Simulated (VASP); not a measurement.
# NaCl (Fm-3m) in VASP: further runs, part 2 of 2

VASP 6.6.1. The steps go on from the part before.

### 4 Relaxation of cell and atoms, RPBE

The input, INCAR:

```
PREC = Accurate ; ENCUT = 600
EDIFF = 1E-6 ; ISMEAR = 0
SIGMA = 0.01 ; LREAL = F
LASPH = T ; NELM = 80
ALGO = Normal ; ISIF = 3
LWAVE = F ; LCHARG = F
GGA = RP ; IBRION = 2
NSW = 50 ; EDIFFG = -0.05
```

The input, KPOINTS:

```
regular mesh
0
Gamma
  5 5 5
```

The input, POSCAR:

```
NaCl
1.0
    0.0000000000      2.8100000000      2.8100000000
    2.8100000000      0.0000000000      2.8100000000
    2.8100000000      2.8100000000      0.0000000000
Na Cl
1 1
Direct
    0.0000000000      0.0000000000      0.0000000000
    0.5000000000      0.5000000000      0.5000000000
```

Potentials or basis: VASP PAW PBE potentials, release 64 (Na_pv, Cl).

Started as:

```sh
$ cat potpaw_PBE.64/Na_pv/POTCAR potpaw_PBE.64/Cl/POTCAR > POTCAR
$ mpirun -np 1 vasp_std > vasp.out
```

OUTCAR:

```text
PREC = Accurate
   ENCUT = 600
   EDIFF = 1E-6
   ISMEAR = 0
   LREAL = F
   LASPH = T
   NELM = 80
   ISIF = 3
   GGA = RP
   IBRION = 2
   NSW = 50
   EDIFFG = -0.05

 ion  position               nearest neighbor table
   1  0.000  0.000  0.000-
   2  0.500  0.500  0.500-

  LATTYP: Found a face centered cubic cell.
 ALAT       =     5.6200000000

  Lattice vectors:

 A1 = (   0.0000000000,   2.8100000000,   2.8100000000)
 A2 = (   2.8100000000,   0.0000000000,   2.8100000000)
 A3 = (   2.8100000000,   2.8100000000,   0.0000000000)

Analysis of symmetry for initial positions (statically):
=====================================================================
 Subroutine PRICEL returns:
 Original cell was already a primitive cell.

 Routine SETGRP: Setting up the symmetry group for a
 face centered cubic supercell.

 Subroutine GETGRP returns: Found 48 space group operations
 (whereof 48 operations were pure point group operations)
 out of a pool of 48 trial point group operations.

The static configuration has the point symmetry O_h .

Analysis of symmetry for dynamics (positions and initial velocities):
=====================================================================
 Subroutine PRICEL returns:
 Original cell was already a primitive cell.

 Routine SETGRP: Setting up the symmetry group for a
 face centered cubic supercell.

 Subroutine GETGRP returns: Found 48 space group operations
 (whereof 48 operations were pure point group operations)
 out of a pool of 48 trial point group operations.

The dynamic configuration has the point symmetry O_h .

 Subroutine INISYM returns: Found 48 space group operations
 (whereof 48 operations are pure point group operations),
 and found     1 'primitive' translations

----------------------------------------------------------------------------------------

                                     Primitive cell

[... 86 lines left out ...]
   NELECT =      14.0000    total number of electrons
   NUPDOWN=      -1.0000    fix difference up-down
   EMIN   =  10.00;   EMAX   =-10.00  energy-range for DOS
   EFERMI =   0.00;   METHOD = LEGACY
   ISMEAR =     0;   SIGMA  =   0.01  broadening in eV -4-tet -1-fermi 0-gaus
   EFERMI_NEDOS =   21; number of points for ismear=-14 and -15
   IALGO  =     38    algorithm
   IMIX   =      4    mixing-type and parameters
     AMIX     =   0.40;   BMIX     =  1.00
     AMIX_MAG =   1.60;   BMIX_MAG =  1.00
  volume/ion in A,a.u.               =      22.19       149.73
  Fermi-wavevector in a.u.,A,eV,Ry     =   1.114469  2.106040 16.898985  1.242040
  Thomas-Fermi vector in A             =   2.251064
   LORBIT       =      0    0 simple, 1 ext, 2 COOP (PROOUT), +10 PAW based schemes
   GGA     = RP    functional components
   LHFCALC =     F    Hartree Fock is set to
   AEXX    =    0.0000 exact exchange contribution
   IVDW    =     0    specifies the selected vdW correction
   LEPSILON=     F    determine dielectric tensor
   LRPA    =     F    only Hartree local field effects (RPA)
 conjugate gradient relaxation of ions
 non-spin polarized calculation
 Gauss-broadening in eV      SIGMA  =   0.01
  energy-cutoff  :      600.00
  volume of cell :       44.38
 maximum number of plane-waves:      1491
   NGX = 15   NGY = 15   NGZ = 15

--------------------------------------- Ionic step        1  -------------------------------------------

 number of electron      14.0000007 magnetization

 Free energy of the ion-electron system (eV)
  ---------------------------------------------------
  ext. energy  EPLUGINS =         0.00000000
  ---------------------------------------------------
  free energy    TOTEN  =        -6.41702369 eV

  energy without entropy =       -6.41702369  energy(sigma->0) =       -6.41702369

------------------------ aborting loop because EDIFF is reached ----------------------------------------

  FORCE on cell =-STRESS in cart. coord.  units (eV):
  Direction    XX          YY          ZZ          XY          YZ          ZX
  --------------------------------------------------------------------------------------
  -------------------------------------------------------------------------------------
  Total        0.8283092      0.8283092      0.8283092     -0.0000000     -0.0000000     -0.0000000
  in kB       29.9057111     29.9057111     29.9057111     -0.0000000     -0.0000000     -0.0000000
  external PRESSURE =      29.9057111 kB  Pullay stress =       0.0000000 kB
[... 59 lines left out ...]
--------------------------------------- Ionic step        3  -------------------------------------------

 number of electron      14.0000001 magnetization

 Free energy of the ion-electron system (eV)
  ---------------------------------------------------
  ext. energy  EPLUGINS =         0.00000000
  ---------------------------------------------------
  free energy    TOTEN  =        -6.46292502 eV

  energy without entropy =       -6.46292502  energy(sigma->0) =       -6.46292502

 E-fermi :  -1.0757     XC(G=0):  -7.3830

 val. band max:       -1.1749311926   @ k =   0.0000   0.0000   0.0000
 cond. band min:       3.8698505076   @ k =   0.0000   0.0000   0.0000
 fundamental gap:      5.0447817001
 Fermi energy:        -1.0757018735

 k-point     1 :       0.0000    0.0000    0.0000
  band No.  band energies     occupation
      1     -22.2511      2.00000
      2     -22.2511      2.00000
      3     -22.2511      2.00000
      4     -13.6066      2.00000
      5      -1.1749      2.00000
      6      -1.1749      2.00000
      7      -1.1749      2.00000
      8       3.8699      0.00000
      9       9.9917      0.00000
     10       9.9917      0.00000
     11       9.9918      0.00000
[... 153 lines left out ...]
  FREE ENERGIE OF THE ION-ELECTRON SYSTEM (eV)
  ---------------------------------------------------
  free  energy   TOTEN  =        -6.4629250174 eV

  energy  without entropy=       -6.4629250174  energy(sigma->0) =       -6.46292502

 reached required accuracy - stopping structural energy minimisation
```

Run time: 8.4 s. Hardware: 1 thread of Intel Xeon Platinum 8375C at 2.90GHz (Ice Lake), shared host; peak memory 0.17 GiB.

What came out:

* Free energy: -6.4629 eV
* Relaxed volume: 24.96 Å³/atom
* Relaxed cell: a = 4.133 Å, b = 4.133 Å, c = 4.133 Å, α = 60.00°, β = 60.00°, γ = 60.00°
* Space group after relaxing (to 0.05 Å): Fm-3m (No. 225)
* Energy gained by relaxing: 23.0 meV/atom
* Ionic steps: 3
* Pressure after relaxing: 0.1 GPa
* Band gap on the k mesh: 5.04 eV, direct

Step by step:
```tsv
step	energy change (eV)	largest force (eV/Å)	pressure (GPa)	volume (Å³)
1	0.0000	0.0000	2.99	44.38
2	-0.0355	0.0000	1.41	47.09
3	-0.0459	0.0000	0.08	49.91
```

Final structure:
```
Na Cl
1.0
     0.00000    2.92231    2.92231
     2.92231    0.00000    2.92231
     2.92231    2.92231    0.00000
Na Cl
1 1
Cartesian
  0.0000 0.0000 0.0000
  2.9223 2.9223 2.9223
```

Levels at points of the mesh, in eV from the valence-band top:
```
           k point  band 4  band 5  band 6  band 7  band 8  band 9  band 10  band 11
(0.00, 0.00, 0.00)  -12.43    0.00    0.00    0.00    5.04   11.17    11.17    11.17
```

Caveat: the PAW data sets were made with another functional, which shifts forces and pressure a little; the volume moved by +12 % from the deposited cell, more than functionals usually miss.

### 5 Relaxation of cell and atoms, r2SCAN+rVV10

POSCAR is that of step 4.

The input, INCAR.step1:

```
SYSTEM = NaCl
ALGO = Normal ; EDIFF = 1E-4
ENCUT = 600 ; GGA = PE
ISMEAR = 0 ; LASPH = .True.
LCHARG = .False. ; LREAL = .False.
LWAVE = .True. ; NELM = 100
PREC = Accurate ; SIGMA = 0.01
```

The input, INCAR.step2:

```
SYSTEM = NaCl
ALGO = Normal ; BPARAM = 11.95
CPARAM = 0.0093 ; EDIFF = 1E-7
EDIFFG = -0.05 ; ENCUT = 600
IBRION = 2 ; ISIF = 3
ISMEAR = 0 ; ISTART = 1
IVDW_NL = 2 ; LASPH = .True.
LCHARG = .False. ; LMIXTAU = .True.
LREAL = .False. ; LUSE_VDW = .True.
LWAVE = .False. ; METAGGA = R2SCAN
NELM = 100 ; NSW = 50
PREC = Accurate ; SIGMA = 0.01
```

The input, KPOINTS:

```
k-points
0
Gamma
  5 5 5
  0 0 0
```

Potentials or basis: VASP PAW PBE potentials, release 64 (Na_pv, Cl).

Started as:

```sh
$ cat potpaw_PBE.64/Na_pv/POTCAR potpaw_PBE.64/Cl/POTCAR > POTCAR
$ cp INCAR.step1 INCAR
$ mpirun -np 1 vasp_std > vasp.out
$ cp INCAR.step2 INCAR
$ mpirun -np 1 vasp_std > vasp.out
```

OUTCAR:

```text
SYSTEM = NaCl
   BPARAM = 11.95
   EDIFF = 1E-7
   EDIFFG = -0.05
   ENCUT = 600
   IBRION = 2
   ISIF = 3
   ISMEAR = 0
   ISTART = 1
   IVDW_NL = 2
   LASPH = .True.
   LREAL = .False.
   METAGGA = R2SCAN
   NELM = 100
   NSW = 50
   PREC = Accurate

 ion  position               nearest neighbor table
   1  0.000  0.000  0.000-
   2  0.500  0.500  0.500-

  LATTYP: Found a face centered cubic cell.
 ALAT       =     5.6200000000

  Lattice vectors:

 A1 = (   0.0000000000,   2.8100000000,   2.8100000000)
 A2 = (   2.8100000000,   0.0000000000,   2.8100000000)
 A3 = (   2.8100000000,   2.8100000000,   0.0000000000)

Analysis of symmetry for initial positions (statically):
=====================================================================
 Subroutine PRICEL returns:
 Original cell was already a primitive cell.

 Routine SETGRP: Setting up the symmetry group for a
 face centered cubic supercell.

 Subroutine GETGRP returns: Found 48 space group operations
 (whereof 48 operations were pure point group operations)
 out of a pool of 48 trial point group operations.

The static configuration has the point symmetry O_h .

Analysis of symmetry for dynamics (positions and initial velocities):
=====================================================================
 Subroutine PRICEL returns:
 Original cell was already a primitive cell.

 Routine SETGRP: Setting up the symmetry group for a
 face centered cubic supercell.

 Subroutine GETGRP returns: Found 48 space group operations
 (whereof 48 operations were pure point group operations)
 out of a pool of 48 trial point group operations.

The dynamic configuration has the point symmetry O_h .

 Subroutine INISYM returns: Found 48 space group operations
 (whereof 48 operations are pure point group operations),
 and found     1 'primitive' translations
[... 88 lines left out ...]
   POTIM  = 0.5000    time-step for ionic-motion
   TEBEG  =    0.0;   TEEND  =   0.0 temperature during run
   PSTRESS=    0.0 pullay stress
   NELECT =      14.0000    total number of electrons
   NUPDOWN=      -1.0000    fix difference up-down
   EMIN   =  10.00;   EMAX   =-10.00  energy-range for DOS
   EFERMI =   0.00;   METHOD = LEGACY
   ISMEAR =     0;   SIGMA  =   0.01  broadening in eV -4-tet -1-fermi 0-gaus
   EFERMI_NEDOS =   21; number of points for ismear=-14 and -15
   IALGO  =     38    algorithm
   IMIX   =      4    mixing-type and parameters
     AMIX     =   0.40;   BMIX     =  1.00
     AMIX_MAG =   1.60;   BMIX_MAG =  1.00
  volume/ion in A,a.u.               =      22.19       149.73
  Fermi-wavevector in a.u.,A,eV,Ry     =   1.114469  2.106040 16.898985  1.242040
  Thomas-Fermi vector in A             =   2.251064
   LORBIT       =      0    0 simple, 1 ext, 2 COOP (PROOUT), +10 PAW based schemes
   METAGGA = R2SCAN    functional components
   LHFCALC =     F    Hartree Fock is set to
   AEXX    =    0.0000 exact exchange contribution
   IVDW_NL    =     2    kernel type
   BPARAM     =11.9500
   IVDW    =     0    specifies the selected vdW correction
   LEPSILON=     F    determine dielectric tensor
   LRPA    =     F    only Hartree local field effects (RPA)
 conjugate gradient relaxation of ions
 non-spin polarized calculation
 Gauss-broadening in eV      SIGMA  =   0.01
  energy-cutoff  :      600.00
  volume of cell :       44.38
 maximum number of plane-waves:      1491
   NGX = 15   NGY = 15   NGZ = 15

--------------------------------------- Ionic step        1  -------------------------------------------

 number of electron      14.0000007 magnetization

 Free energy of the ion-electron system (eV)
  ---------------------------------------------------
  ext. energy  EPLUGINS =         0.00000000
  ---------------------------------------------------
  free energy    TOTEN  =       -13.31711157 eV

  energy without entropy =      -13.31711157  energy(sigma->0) =      -13.31711157

------------------------ aborting loop because EDIFF is reached ----------------------------------------

  FORCE on cell =-STRESS in cart. coord.  units (eV):
  Direction    XX          YY          ZZ          XY          YZ          ZX
  --------------------------------------------------------------------------------------
  -------------------------------------------------------------------------------------
  Total       -0.2744907     -0.2744907     -0.2744907      0.0000000      0.0000000      0.0000000
  in kB       -9.9103574     -9.9103574     -9.9103574      0.0000000      0.0000000      0.0000000
  external PRESSURE =      -9.9103574 kB  Pullay stress =       0.0000000 kB
[... 59 lines left out ...]
--------------------------------------- Ionic step        3  -------------------------------------------

 number of electron      14.0000008 magnetization

 Free energy of the ion-electron system (eV)
  ---------------------------------------------------
  ext. energy  EPLUGINS =         0.00000000
  ---------------------------------------------------
  free energy    TOTEN  =       -13.32214685 eV

  energy without entropy =      -13.32214685  energy(sigma->0) =      -13.32214685

 E-fermi :  -0.8665     XC(G=0):  -8.8897

 val. band max:       -0.9385486767   @ k =   0.0000   0.0000   0.0000
 cond. band min:       5.0668001635   @ k =   0.0000   0.0000   0.0000
 fundamental gap:      6.0053488402
 Fermi energy:        -0.8664619265

 k-point     1 :       0.0000    0.0000    0.0000
  band No.  band energies     occupation
      1     -22.3456      2.00000
      2     -22.3452      2.00000
      3     -22.3452      2.00000
      4     -14.2582      2.00000
      5      -0.9386      2.00000
      6      -0.9385      2.00000
      7      -0.9385      2.00000
      8       5.0668      0.00000
      9      10.8055      0.00000
     10      10.8055      0.00000
     11      10.8055      0.00000
[... 153 lines left out ...]
  FREE ENERGIE OF THE ION-ELECTRON SYSTEM (eV)
  ---------------------------------------------------
  free  energy   TOTEN  =       -13.3221468534 eV

  energy  without entropy=      -13.3221468534  energy(sigma->0) =      -13.32214685

 reached required accuracy - stopping structural energy minimisation
```

OUTCAR.step1:

```text
SYSTEM = NaCl
   EDIFF = 1E-4
   ENCUT = 600
   GGA = PE
   ISMEAR = 0
   LASPH = .True.
   LREAL = .False.
[... 343 lines left out ...]
      0.00000      0.00000      0.00000         0.000000      0.000000      0.000000
      2.81000      2.81000      2.81000         0.000000      0.000000      0.000000
 -----------------------------------------------------------------------------------
    total drift:                                0.000000     -0.000000     -0.000000

  FREE ENERGIE OF THE ION-ELECTRON SYSTEM (eV)
  ---------------------------------------------------
  free  energy   TOTEN  =        -6.7719605530 eV

  energy  without entropy=       -6.7719605530  energy(sigma->0) =       -6.77196055
```

OSZICAR.step1:

```text
N       E                     dE             d eps       ncg     rms          rms(c)
DAV:   1     0.102613917066E+03    0.10261E+03   -0.80000E+03   220   0.145E+03
DAV:   2     0.185864683296E+01   -0.10076E+03   -0.96743E+02   245   0.296E+02
DAV:   3    -0.676986189904E+01   -0.86285E+01   -0.85760E+01   265   0.853E+01
DAV:   4    -0.696360623004E+01   -0.19374E+00   -0.19338E+00   250   0.142E+01
DAV:   5    -0.696815015630E+01   -0.45439E-02   -0.45436E-02   280   0.212E+00    0.215E+00
DAV:   6    -0.677799521417E+01    0.19015E+00   -0.38418E-01   256   0.419E+00    0.162E+00
DAV:   7    -0.676642262130E+01    0.11573E-01   -0.93306E-02   270   0.209E+00    0.108E+00
DAV:   8    -0.677202591333E+01   -0.56033E-02   -0.94692E-03   238   0.107E+00    0.250E-01
DAV:   9    -0.677196055298E+01    0.65360E-04   -0.20197E-04   268   0.143E-01
   1 F= -.67719606E+01 E0= -.67719606E+01  d E =-.460774E-18
```

It took 3 min on 1 thread of Intel Xeon Platinum 8375C at 2.90GHz (Ice Lake), shared host; peak memory 0.31 GiB.

What came out:

* Free energy: -13.3221 eV
* Relaxed volume: 21.56 Å³/atom
* Relaxed cell: a = 3.936 Å, b = 3.936 Å, c = 3.936 Å, α = 60.00°, β = 60.00°, γ = 60.00°
* Space group after relaxing (to 0.05 Å): Fm-3m (No. 225)
* Energy gained by relaxing: 2.5 meV/atom
* Ionic steps: 3
* Pressure after relaxing: -0.2 GPa
* Band gap on the k mesh: 6.01 eV, direct

The path:
```
step  energy change (eV)  largest force (eV/Å)  pressure (GPa)  volume (Å³)
   1              0.0000                0.0000           -0.99        44.38
   2             -0.0042                0.0000           -0.44        43.50
   3             -0.0050                0.0000           -0.20        43.13
```

Final structure:
```
CELL_PARAMETERS angstrom
0.00000 2.78338 2.78338
2.78338 0.00000 2.78338
2.78338 2.78338 0.00000
ATOMIC_POSITIONS crystal
Na 0.00000 0.00000 0.00000
Cl 0.50000 0.50000 0.50000
```

Levels at points of the mesh, in eV from the valence-band top:
| k point | band 5 | band 6 | band 7 | band 8 | band 9 | band 10 |
| --- | --- | --- | --- | --- | --- | --- |
| (0.00, 0.00, 0.00) | 0.00 | 0.00 | 0.00 | 6.01 | 11.74 | 11.74 |

Caveat: the PAW data sets were made with another functional, which shifts forces and pressure a little. r2SCAN opens gaps a little over a GGA but as a rule still falls short of measured ones.

### 6 Overview

```tsv
level	gap on the mesh (eV)	pressure (GPa)	relaxed volume (Å³/atom)
PBE+D4	5.15	0.2	-
PBE+D3(BJ)	5.20	-0.3	21.93
RPBE	5.04	0.1	24.96
r2SCAN+rVV10	6.01	-0.2	21.56
```

Alike in all rows: task relaxation of cell and atoms; potentials or basis VASP PAW PBE potentials, release 64 (Na_pv, Cl); no spin polarisation; cell relaxed; k mesh 5 × 5 × 5; cutoff (eV) 600; smearing gaussian 0.01 eV.

Caveats: the PAW data sets were made with another functional, which shifts forces and pressure a little (some runs); the relaxation stopped at its first step, so nothing moved (some runs); the volume moved by +12 % from the deposited cell, more than functionals usually miss (some runs).

Absolute energies hang on the potentials; compare differences alone.
